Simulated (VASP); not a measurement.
Input of a VASP 6.6.1 run:

File INCAR:

```
PREC     = Accurate       # precision mode
ENCUT    = 520            # plane-wave cutoff, eV
EDIFF    = 1E-7           # SCF threshold, eV
ISMEAR   = 0              # smearing method
SIGMA    = 0.15           # smearing width, eV
LREAL    = F              # projectors in reciprocal space
LASPH    = T              # aspherical terms in the spheres
NELM     = 80             # most SCF steps
ALGO     = Fast           # electronic algorithm
ISIF     = 2              # what is computed and relaxed
LWAVE    = F              # write WAVECAR
LCHARG   = F              # write CHGCAR
GGA      = PS             # functional
NBANDS   = 13             # bands
```

File KPOINTS:

```
regular mesh
0
Gamma
  16 16 16
```

The input POSCAR:

```
AlCo
1.0
    2.8194032100      0.0000000000      0.0000000000
    0.0000000000      2.8194032100      0.0000000000
    0.0000000000      0.0000000000      2.8194032100
Al Co
1 1
Direct
    0.0000000000      0.0000000000      0.0000000000
    0.4749199838      0.4749199838      0.4290630020
```

Potentials or basis: VASP PAW PBE potentials, release 64 (Al, Co).

Run with:

```console
$ cat potpaw_PBE.64/Al/POTCAR potpaw_PBE.64/Co/POTCAR > POTCAR
$ mpirun -np 1 vasp_std > vasp.out
```

Question: Estimate the pressure.

Answer: 4.8 GPa.

Question: Predict the band gap on the k mesh.

Answer: Zero (band 6 reaches 13.15 eV, above the bottom of band 7 at 10.58 eV).

Stress tensor (GPa, compression positive):
```
5.62 1.06 2.67
1.06 5.62 2.67
2.67 2.67 3.15
```

Caveat: the cell differs from its parent crystal (atom 2 (Co) moved by (-0.100, -0.200) A along [1 1 0] and z); the PAW data sets were made with another functional, which shifts forces and pressure a little. Spin polarisation is off, so any magnetic state and its effect on volume and gap are missing.
